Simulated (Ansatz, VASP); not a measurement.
Al3SiPd2 in VASP and in Ansatz

```
Al Si Pd
1.0
     4.87197    0.00000    0.00000
     0.00000    4.87197    0.00000
     0.00000    0.00000    5.23073
Al Si Pd
3 1 2
Direct
  0.00000 0.50000 0.50000
  0.50000 0.00000 0.50000
  0.00000 0.00000 0.00000
  0.00000 0.00000 0.50000
  0.50000 0.50000 0.50000
  0.50000 0.50000 0.00000
```

Alike in both runs: functional PBE; k mesh 4 × 4 × 4; occupations gaussian, width 0.1 eV; no spin polarisation.

Ansatz relaxed the structure, and its values are those at the end. VASP's run is a single point on that final structure, the one shown.

|  | VASP | Ansatz |
| --- | --- | --- |
| version | VASP 6.6.1 | Ansatz 0.2.0 |
| potentials or method | VASP PAW PBE potentials, release 64 (Al, Si, Pd), cutoff 520 eV | scalar-relativistic, plane waves, PAW |
| valence electrons in the cell | 33 | 49 |

```tsv
	VASP	Ansatz	Ansatz less VASP
gap on the k mesh at the Fermi level (eV)	none	none	-
pressure (GPa)	0.2	0.2	+0.04
```

A gap of «none» marks a metal or a gap that the smearing closes. VASP's potentials hold 33 valence electrons a cell and Ansatz's 49, so a difference there can come from the potentials and not from the codes.
